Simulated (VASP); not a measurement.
# WS2: single point with PBE

WS2:

```
CELL_PARAMETERS angstrom
3.47302 0.00000 0.00000
0.00000 3.47302 0.00000
0.00000 0.00000 10.96826
ATOMIC_POSITIONS crystal
W 0.50000 0.50000 0.50000
S 0.50000 0.50000 0.91552
S 0.50000 0.50000 0.08448
```

This cell differs from its parent crystal: volume scaled by 1.06.

| Item | Value |
| --- | --- |
| Program | VASP 6.6.1 |
| Task | single point |
| Functional | PBE |
| Potentials or basis | VASP PAW PBE potentials, release 64 (W_sv, S) |
| Cutoff | 520 eV |
| k mesh | 8 × 8 × 3 |
| Occupations | fermi-dirac, width 0.05 eV |
| Spin | no spin polarisation |
| Dipole correction | no |
| Further INCAR settings | ALGO = Normal; EDIFF = 1e-07; NBANDS = 20 |

```yaml
Pressure: -6.7 GPa
Largest_force: 1.395 eV/Å
Band_gap_on_the_k_mesh: zero (band 13 reaches 0.92 eV, above the bottom of band 14 at -0.21 eV)
```

Forces on the atoms (eV/Å):
```
W    0.000  0.000  0.000
S    0.000  0.000 -1.395
S    0.000  0.000  1.395
```

Stress tensor (GPa, compression positive):
```
-11.44   0.00   0.00
  0.00 -11.44   0.00
  0.00   0.00   2.81
```

Levels at points of the mesh, in eV from the Fermi level:
| k point | band 9 | band 10 | band 11 | band 12 | band 13 | band 14 | band 15 | band 16 | band 17 | band 18 |
| --- | --- | --- | --- | --- | --- | --- | --- | --- | --- | --- |
| (0.00, 0.00, 0.00) | -2.73 | -2.73 | -1.19 | -0.27 | 0.86 | 0.86 | 1.11 | 1.11 | 1.43 | 1.52 |
| (0.50, 0.00, 0.00) | -2.46 | -1.84 | -1.30 | -0.61 | 0.06 | 0.59 | 1.00 | 1.17 | 1.37 | 2.81 |
| (0.50, 0.50, 0.00) | -4.28 | -1.19 | -0.77 | -0.77 | -0.25 | -0.25 | 0.35 | 2.26 | 3.68 | 3.68 |

Run time: 2.6 min on 1 thread of Intel Xeon 8259CL, on a shared host, peak memory 0.27 GiB.

Caveat: spin-orbit coupling is left out, which moves the levels of the heavy elements; forces of over 1 eV/Å act on the atoms, so gaps and moduli don't describe the material at rest.
